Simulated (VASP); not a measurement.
A run of VASP 6.6.1:

INCAR

```
SYSTEM = Bi
PREC = Accurate
ENCUT = 520
EDIFF = 1E-6
ISMEAR = -1
SIGMA = 0.05
LREAL = .FALSE.
LASPH = .TRUE.
NELM = 80
ALGO = Normal
ISIF = 2
LWAVE = .FALSE.
LCHARG = .TRUE.
GGA = B5
ALDAX = 1.0
AGGAX = 1.0
AGGAC = 1.0
ALDAC = 0.0
LELF = .TRUE.
LVHAR = .TRUE.
NBANDS = 14
```

KPOINTS

```
Automatic mesh
0
G
  9 9 9
  0 0 0
```

The input POSCAR:

```
Bi
1.0
   -2.0459297291      2.0459297291      2.0459297291
    2.0459297291     -2.0459297291      2.0459297291
    2.0459297291      2.0459297291     -2.0459297291
Bi
1
Direct
    0.0000000000      0.0000000000      0.0000000000
```

Potentials or basis: VASP PAW PBE potentials, release 64 (Bi_d).

Run with:

```console
$ cat potpaw_PBE.64/Bi_d/POTCAR > POTCAR
$ mpirun -np 1 vasp_std > vasp.out
```

Hardware: 1 thread of Intel(R) Xeon(R) 6975P-C (Granite Rapids) (shared host).

Problem. How long does it take, and how much memory?

Solution. It took 9 s on 1 thread of Intel(R) Xeon(R) 6975P-C (Granite Rapids) (shared host), peak memory 0.15 GiB. Counts: scf iterations 10, k points 35.
